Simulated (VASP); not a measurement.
# CaO (Fm-3m) in VASP: a series of runs, part 2 of 2

VASP 6.6.1. Earlier steps stand in the parts before.

**3. Relaxation of cell and atoms, LDA, target pressure 20 GPa, at which the enthalpy is minimised**

This run uses another cell than the first one, of 13.04 Å³/atom.

The input, INCAR:

```
PREC = Accurate ; ENCUT = 600
EDIFF = 1E-6 ; ISMEAR = 0
SIGMA = 0.01 ; LREAL = False
LASPH = True ; NELM = 60
ALGO = Normal ; ISIF = 3
LWAVE = False ; LCHARG = False
GGA = CA ; IBRION = 2
NSW = 80 ; EDIFFG = -0.001
PSTRESS = 200.0
```

The input, KPOINTS:

```
Automatic mesh
0
Gamma
  8 8 8
```

The input, POSCAR:

```
CaO
1.0
    0.0000000000      2.3538977898      2.3538977898
    2.3538977898      0.0000000000      2.3538977898
    2.3538977898      2.3538977898      0.0000000000
Ca O
1 1
Direct
    0.0000000000      0.0000000000      0.0000000000
    0.5000000000      0.5000000000      0.5000000000
```

Potentials or basis: VASP PAW LDA potentials, release 64 (Ca_sv, O).

On the command line:

```sh
$ cat potpaw_LDA.64/Ca_sv/POTCAR potpaw_LDA.64/O/POTCAR > POTCAR
$ mpirun -np 1 vasp_std > vasp.out
```

Wall time 2 min (1 thread of AMD EPYC 7R43 (Zen 3), shared host); peak memory 0.13 GiB.

It converged, with:

* Free energy: -14.0583 eV
* Relaxed volume: 11.65 Å³/atom
* Relaxed cell: a = 3.206 Å, b = 3.206 Å, c = 3.206 Å, α = 60.00°, β = 60.00°, γ = 60.00°
* Space group after relaxing (to 0.1 Å): Fm-3m (No. 225)
* Energy change on relaxing (the run minimises the enthalpy): +82.4 meV/atom
* Ionic steps: 13
* Pressure after relaxing: 20.0 GPa
* Band gap on the k mesh: 3.29 eV (least direct gap 3.59 eV)

The path:
```
step  energy change (eV)  largest force (eV/Å)  pressure (GPa)  volume (Å³)
   1              0.0000                0.0000            0.83        26.09
   2              0.7474                0.0000           52.99        20.63
   3              0.1570                0.0000           19.50        23.36
   4              0.1634                0.0000           19.84        23.31
   5              0.1701                0.0000           20.32        23.26
   6              0.1611                0.0000           19.72        23.33
   7              0.1646                0.0000           19.95        23.30
   8              0.1654                0.0000           19.97        23.30
   9              0.1666                0.0000           20.10        23.29
  10              0.1657                0.0000           20.05        23.29
  11              0.1655                0.0000           20.07        23.30
  12              0.1652                0.0000           20.04        23.30
  13              0.1648                0.0000           20.01        23.30
```

Final structure:
```
Ca O
1.0
     0.00000    2.26699    2.26699
     2.26699    0.00000    2.26699
     2.26699    2.26699    0.00000
Ca O
1 1
Direct
  0.00000 0.00000 0.00000
  0.50000 0.50000 0.50000
```

Levels at points of the mesh, in eV from the valence-band top:
| k point | band 4 | band 5 | band 6 | band 7 | band 8 | band 9 | band 10 | band 11 | band 12 |
| --- | --- | --- | --- | --- | --- | --- | --- | --- | --- |
| (0.00, 0.00, 0.00) | -17.30 | -15.55 | 0.00 | 0.00 | 0.00 | 6.13 | 6.47 | 6.47 | 6.47 |
| (0.50, 0.00, 0.00) | -17.38 | -13.38 | -3.16 | -1.64 | -1.64 | 7.77 | 9.26 | 9.26 | 9.71 |
| (0.50, 0.50, 0.00) | -17.73 | -15.36 | -1.13 | -0.30 | -0.30 | 3.29 | 9.42 | 9.88 | 10.74 |

Caveat: the cell is relaxed towards a set pressure, so the run minimises the enthalpy, not the energy. Zero-point motion and thermal expansion aren't in these numbers.

**4. Single point, LDA**

This run uses another cell than the first one, of 13.04 Å³/atom.

The input, INCAR:

```
SYSTEM = CaO
ALGO     = Normal         ! electronic algorithm
EDIFF    = 1E-6           ! SCF threshold, eV
ENCUT    = 1340           ! plane-wave cutoff, eV
GGA_COMPAT= .False.      
ISIF     = 2              ! what is computed and relaxed
ISMEAR   = 0              ! smearing method
LASPH    = .True.         ! aspherical terms in the spheres
LCHARG   = .True.         ! write CHGCAR
LELF     = .True.         ! ELF
LREAL    = .False.        ! projectors in reciprocal space
LVHAR    = .True.       
LWAVE    = .False.        ! write WAVECAR
NBANDS   = 15             ! bands
NELM     = 120            ! most SCF steps
PREC     = Accurate       ! precision mode
SIGMA    = 0.02           ! smearing width, eV
```

The input, KPOINTS:

```
k-points
0
Gamma
  8 8 8
  0 0 0
```

The input, POSCAR:

```
CaO
1.0
    0.0000000000      2.3540440847      2.3540440847
    2.3540440847      0.0000000000      2.3540440847
    2.3540440847      2.3540440847      0.0000000000
Ca O
1 1
Direct
    0.0000000000      0.0000000000      0.0000000000
    0.5000000000      0.5000000000      0.5000000000
```

Potentials or basis: VASP PAW LDA potentials, release 64 (Ca_sv, O_h).

On the command line:

```sh
$ cat potpaw_LDA.64/Ca_sv/POTCAR potpaw_LDA.64/O_h/POTCAR > POTCAR
$ mpirun -np 1 vasp_std > vasp.out
```

Wall time 17 s (1 thread of Intel Xeon 6975P-C (Granite Rapids), shared host); peak memory 0.23 GiB.

Results (log left out):

| Property | Result |
| --- | --- |
| Free energy | -14.2285 eV |
| Pressure | 0.9 GPa |
| Band gap on the k mesh | 3.42 eV (least direct gap 3.78 eV) |

Levels at points of the mesh, in eV from the valence-band top:
```csv
k point,band 4,band 5,band 6,band 7,band 8,band 9,band 10,band 11,band 12,band 13
"(0.00, 0.00, 0.00)",-17.81,-15.33,0.00,0.00,0.00,5.08,6.25,6.25,6.25,7.93
"(0.50, 0.00, 0.00)",-17.88,-13.79,-2.86,-1.36,-1.36,7.24,8.64,8.64,8.79,10.96
"(0.50, 0.50, 0.00)",-18.11,-15.08,-1.27,-0.36,-0.36,3.42,8.49,9.23,9.96,9.96
```

**5. Single point, LDA**

This run uses another cell than the first one, of 13.09 Å³/atom.

The input, INCAR:

```
SYSTEM = CaO
ALGO = Normal
EDIFF = 1E-6
ENCUT = 1340
GGA_COMPAT = .FALSE.
ISIF = 2
ISMEAR = 0
LASPH = .TRUE.
LCHARG = .FALSE.
LREAL = .FALSE.
LWAVE = .FALSE.
NBANDS = 15
NELM = 120
PREC = Accurate
SIGMA = 0.1
```

The input, KPOINTS:

```
k-points
0
G
  8 8 8
  0 0 0
```

The input, POSCAR:

```
CaO
1.0
    0.0000000000      2.3568261008      2.3568261008
    2.3568261008      0.0000000000      2.3568261008
    2.3568261008      2.3568261008      0.0000000000
Ca O
1 1
Direct
    0.0000000000      0.0000000000      0.0000000000
    0.5000000000      0.5000000000      0.5000000000
```

Potentials or basis: VASP PAW LDA potentials, release 64 (Ca_sv, O_h).

On the command line:

```sh
$ cat potpaw_LDA.64/Ca_sv/POTCAR potpaw_LDA.64/O_h/POTCAR > POTCAR
$ mpirun -np 1 vasp_std > vasp.out
```

OUTCAR:

```text
SYSTEM = CaO
   EDIFF = 1E-6
   ENCUT = 1340
   ISIF = 2
   ISMEAR = 0
   LASPH = .TRUE.
   LREAL = .FALSE.
   NELM = 120
   PREC = Accurate

 ion  position               nearest neighbor table
   1  0.000  0.000  0.000-
   2  0.500  0.500  0.500-

  LATTYP: Found a face centered cubic cell.
 ALAT       =     4.7136522016

  Lattice vectors:

 A1 = (   0.0000000000,   2.3568261008,   2.3568261008)
 A2 = (   2.3568261008,   0.0000000000,   2.3568261008)
[... 617 lines left out ...]
------------------------ aborting loop because EDIFF is reached ----------------------------------------

  FORCE on cell =-STRESS in cart. coord.  units (eV):
  Direction    XX          YY          ZZ          XY          YZ          ZX
  --------------------------------------------------------------------------------------
  -------------------------------------------------------------------------------------
  Total        0.0680934      0.0680934      0.0680934      0.0000000      0.0000000      0.0000000
  in kB        4.1668032      4.1668032      4.1668032      0.0000000      0.0000000      0.0000000
  external PRESSURE =       4.1668032 kB  Pullay stress =       0.0000000 kB

 VOLUME and BASIS-vectors are now :
 -----------------------------------------------------------------------------
  energy-cutoff  :     1340.00
  volume of cell :       26.18
      direct lattice vectors                 reciprocal lattice vectors
     0.000000000  2.356826101  2.356826101    -0.212149721  0.212149721  0.212149721
     2.356826101  0.000000000  2.356826101     0.212149721 -0.212149721  0.212149721
     2.356826101  2.356826101  0.000000000     0.212149721  0.212149721 -0.212149721

 POSITION                                       TOTAL-FORCE (eV/Angst)
 -----------------------------------------------------------------------------------
      0.00000      0.00000      0.00000         0.000000     -0.000000      0.000000
      2.35683      2.35683      2.35683        -0.000000      0.000000     -0.000000
 -----------------------------------------------------------------------------------
    total drift:                                0.000000     -0.000000      0.000000

  FREE ENERGIE OF THE ION-ELECTRON SYSTEM (eV)
  ---------------------------------------------------
  free  energy   TOTEN  =       -14.2289587710 eV

  energy  without entropy=      -14.2289587710  energy(sigma->0) =      -14.22895877
```

OSZICAR:

```text
N       E                     dE             d eps       ncg     rms          rms(c)
DAV:   1     0.196193602061E+03    0.19619E+03   -0.14533E+04   870   0.227E+03
DAV:   2     0.189805105444E+01   -0.19430E+03   -0.17798E+03  1003   0.419E+02
DAV:   3    -0.153601592396E+02   -0.17258E+02   -0.16672E+02  1125   0.106E+02
DAV:   4    -0.159206456868E+02   -0.56049E+00   -0.55952E+00  1131   0.191E+01
DAV:   5    -0.159302076095E+02   -0.95619E-02   -0.95615E-02  1082   0.254E+00    0.858E+00
DAV:   6    -0.143668524362E+02    0.15634E+01   -0.45750E+00  1176   0.217E+01    0.370E+00
DAV:   7    -0.142637801762E+02    0.10307E+00   -0.42733E-01   991   0.745E+00    0.182E+00
DAV:   8    -0.142303793522E+02    0.33401E-01   -0.96849E-02  1157   0.337E+00    0.444E-01
DAV:   9    -0.142288591356E+02    0.15202E-02   -0.53313E-03  1003   0.613E-01    0.110E-01
DAV:  10    -0.142289684811E+02   -0.10935E-03   -0.34094E-04  1165   0.208E-01    0.301E-02
DAV:  11    -0.142289593697E+02    0.91114E-05   -0.19441E-05  1161   0.547E-02    0.859E-03
DAV:  12    -0.142289587710E+02    0.59868E-06   -0.53133E-06  1066   0.243E-02
   1 F= -.14228959E+02 E0= -.14228959E+02  d E =-.852862E-18
```

stdout:

```text
POSCAR found type information on POSCAR CaO
 POSCAR found :  2 types and       2 ions
 scaLAPACK will be used
 LDA part: xc-table for (Slater(with rela. corr.)+CA(PZ))
 , standard interpolation
 POSCAR, INCAR and KPOINTS ok, starting setup
 FFT: planning ... GRIDC
 FFT: planning ... GRID_SOFT
 FFT: planning ... GRID
 WAVECAR not read
 entering main loop
```

Wall time 56 s (1 thread of Intel Xeon Platinum 8488C (Sapphire Rapids), shared host); peak memory 0.22 GiB.

Results:

| Item | Value |
| --- | --- |
| Free energy | -14.2290 eV |
| Pressure | 0.4 GPa |
| Band gap on the k mesh | 3.43 eV (least direct gap 3.78 eV) |

A k mesh can miss the band edges. A hybrid or GW would open this gap; LDA tends to underestimate it.

**6. Overview**

| task | potentials or basis | cell | cutoff (eV) | smearing | gap on the mesh (eV) | pressure (GPa) |
| --- | --- | --- | --- | --- | --- | --- |
| single point | VASP PAW LDA potentials, release 64 (Ca_sv, O) | a = 3.199 Å, angles 60.0°, 2 atoms | 520 | gaussian 0.01 eV | 3.28 | 21.6 |
| relaxation of cell and atoms | VASP PAW LDA potentials, release 64 (Ca_sv, O) | relaxed to 20 GPa from a = 3.329 Å, angles 60.0°, 2 atoms | 600 | gaussian 0.01 eV | 3.29 | 20.0 |
| single point | VASP PAW LDA potentials, release 64 (Ca_sv, O_h) | a = 3.329 Å, angles 60.0°, 2 atoms | 1340 | gaussian 0.02 eV | 3.42 | 0.9 |
| single point | VASP PAW LDA potentials, release 64 (Ca_sv, O_h) | a = 3.333 Å, angles 60.0°, 2 atoms | 1340 | gaussian 0.1 eV | 3.43 | 0.4 |

Alike in all rows: level LDA; no spin polarisation; k mesh 8 × 8 × 8.

Caveats: the cell stands under pressure (at least some runs); the cell is relaxed towards a set pressure, so the run minimises the enthalpy, not the energy (at least some runs).

Total energies depend on the potentials used, so only differences within one code and one set of settings carry meaning.
